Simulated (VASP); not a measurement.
Set up this calculation in VASP 6.6.1, as the native input.

| Quantity | Value |
| --- | --- |
| Task | single point |
| Functional | PBE |
| Potentials or basis | VASP PAW PBE potentials, release 64 (Ag, Zn, Ge_d, Se) |
| Cutoff | 520 eV |
| k mesh | 6 × 6 × 6 |
| Occupations | fermi-dirac, width 0.02 eV |
| Spin | no spin polarisation |
| Dipole correction | no |
| Further INCAR settings | ALGO = Normal; EDIFF = 1e-07; NBANDS = 46 |

The structure of ZnAg2GeSe4 lies in POSCAR:

```
ZnAg2GeSe4
1.0
   -2.8137831511      2.8137831511      6.2741527270
    2.8137831511     -2.8137831511      6.2741527270
    2.8137831511      2.8137831511     -6.2741527270
Ag Zn Ge Se
2 1 1 4
Direct
    0.7500000000      0.2500000000      0.5000000000
    0.2500000000      0.7500000000      0.5000000000
    0.0000000000      0.0000000000      0.0000000000
    0.5000000000      0.5000000000      0.0000000000
    0.8551421269      0.8551421269      0.4854283809
    0.1448578731      0.6302862540      0.0000000000
    0.6302862540      0.1448578731      0.0000000000
    0.3697137460      0.3697137460      0.5145716191
```

The input as run:

INCAR

```
SYSTEM = ZnAg2GeSe4
ALGO     = Normal         ! electronic algorithm
EDIFF    = 1E-7           ! SCF threshold, eV
ENCUT    = 520            ! plane-wave cutoff, eV
GGA      = PE             ! functional
ISIF     = 2              ! what is computed and relaxed
ISMEAR   = -1             ! smearing method
LASPH    = .True.         ! aspherical terms in the spheres
LCHARG   = .False.        ! write CHGCAR
LREAL    = .False.        ! projectors in reciprocal space
LWAVE    = .False.        ! write WAVECAR
NBANDS   = 46             ! bands
NELM     = 100            ! most SCF steps
PREC     = Accurate       ! precision mode
SIGMA    = 0.02           ! smearing width, eV
```

KPOINTS

```
k-points
0
Gamma
  6 6 6
  0 0 0
```

Potentials or basis: VASP PAW PBE potentials, release 64 (Ag, Zn, Ge_d, Se).

Command:

```console
$ cat potpaw_PBE.64/Ag/POTCAR potpaw_PBE.64/Zn/POTCAR potpaw_PBE.64/Ge_d/POTCAR potpaw_PBE.64/Se/POTCAR > POTCAR
$ mpirun -np 1 vasp_std > vasp.out
```

Results of the run:

```json
{
  "Pressure": "2.0 GPa",
  "Largest force": "0.257 eV/Å",
  "Band gap on the k mesh": "zero (filled and empty bands touch)"
}
```

Caveat: semilocal functionals underestimate gaps, and a narrow one can read as zero.

Run time: 6.1 min on 1 thread of Intel(R) Xeon(R) Platinum 8488C (Sapphire Rapids) (shared host), peak memory 0.61 GiB.
